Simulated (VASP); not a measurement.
## Sb2Pt: relaxation of shape and atoms at fixed volume with PBE

Crystal: Sb2Pt.

```
Pt Sb
1.0
     4.03274    0.00000    0.00000
    -2.01637    3.49245    0.00000
     0.00000    0.00000    5.19083
Pt Sb
1 2
Direct
  0.00000 0.00000 0.00000
  0.33333 0.66667 0.25841
  0.66667 0.33333 0.74159
```

```
Program                : VASP 6.6.1
Task                   : relaxation of shape and atoms at fixed volume
Functional             : PBE
Potentials or basis    : VASP PAW PBE potentials, release 64 (Pt, Sb)
Cutoff                 : 600 eV
k mesh                 : 10 × 10 × 6
Occupations            : gaussian, width 0.05 eV
Spin                   : no spin polarisation
Dipole correction      : no
Further INCAR settings : ALGO = Normal; EDIFF = 1e-06; IBRION = 2; EDIFFG = -0.01; NSW = 60; ISIF = 4
```

| Property | Result |
| --- | --- |
| Energy gained by relaxing | 1.1 meV/atom |
| Ionic steps | 6 |
| Pressure after relaxing | 0.9 GPa |
| Band gap on the k mesh | zero (bands 10 and 11 overlap by 3.23 eV) |

The path:
```
step  energy change (eV)  largest force (eV/Å)  pressure (GPa)  volume (Å³)
   1              0.0000                0.1640            1.75        73.11
   2             -0.0022                0.0901            1.38        73.11
   3             -0.0030                0.0058            0.93        73.11
   4             -0.0030                0.0146            0.99        73.11
   5             -0.0032                0.0108            0.95        73.11
   6             -0.0034                0.0015            0.88        73.11
```

Final structure:
```yaml
crystal:
  lattice:
    - [4.02955, 0.00000, 0.00000]
    - [-2.01478, 3.48970, 0.00000]
    - [0.00000, 0.00000, 5.19904]
  atoms:
    - { symbol: Pt, position: [0.00000, 0.00000, 0.00000] }
    - { symbol: Sb, position: [0.33333, 0.66667, 0.26273] }
    - { symbol: Sb, position: [0.66667, 0.33333, 0.73727] }
```

Levels at points of the mesh, in eV from the Fermi level:
```tsv
k point	band 7	band 8	band 9	band 10	band 11	band 12	band 13	band 14
(0.00, 0.00, 0.00)	-3.15	-1.91	1.56	1.56	2.57	2.57	3.73	4.01
(0.50, 0.00, 0.00)	-2.77	-2.23	-1.84	-1.82	-1.58	1.37	4.62	4.94
(0.00, 0.00, 0.50)	-3.19	-0.26	0.68	0.79	0.79	4.10	4.10	5.24
(0.50, 0.00, 0.50)	-2.89	-2.78	-2.45	-0.60	1.10	1.79	3.10	5.50
```

Run time: 2.5 min on 1 thread of Intel(R) Xeon(R) Platinum 8259CL CPU @ 2.50GHz (Skylake/Cascade Lake), on a shared host, peak memory 0.27 GiB.

Caveat: spin-orbit coupling is left out, which moves the levels of the heavy elements.
